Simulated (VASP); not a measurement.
Nb, 1 atom in the cell. Symmetry: Im-3m, No. 229, cubic system. The conventional cell has a = 3.305 Å, b = 3.305 Å, c = 3.305 Å, α = 90.00°, β = 90.00°, γ = 90.00°. Within 3.8 Å of Nb (site symmetry m-3m) lie 14 Nb at 2.86 to 3.30 Å.  This cell differs from its parent crystal: volume scaled by 1.03.

* Program: VASP 6.6.1
* Task: single point
* Functional: PBEsol
* Potentials or basis: VASP PAW PBE potentials, release 64 (Nb_sv)
* Cutoff: 520 eV
* k mesh: 18 × 18 × 18
* Occupations: gaussian, width 0.1 eV
* Spin: no spin polarisation
* Dipole correction: no
* Further INCAR settings: ALGO = Normal; EDIFF = 1e-06; NBANDS = 12

Potentials or basis: VASP PAW PBE potentials, release 64 (Nb_sv).

The run is started by

```console
$ cat potpaw_PBE.64/Nb_sv/POTCAR > POTCAR
$ mpirun -np 1 vasp_std > vasp.out
```

Hardware: 1 thread of Intel(R) Xeon(R) Platinum 8259CL CPU @ 2.50GHz (Skylake/Cascade Lake), with other jobs on the host.

**Question.** How long does it take, and how much memory?

**Answer.** Wall time 25 s on 1 thread of Intel(R) Xeon(R) Platinum 8259CL CPU @ 2.50GHz (Skylake/Cascade Lake), on a shared host, peak memory 0.17 GiB. Counts: scf iterations 12, k points 195.
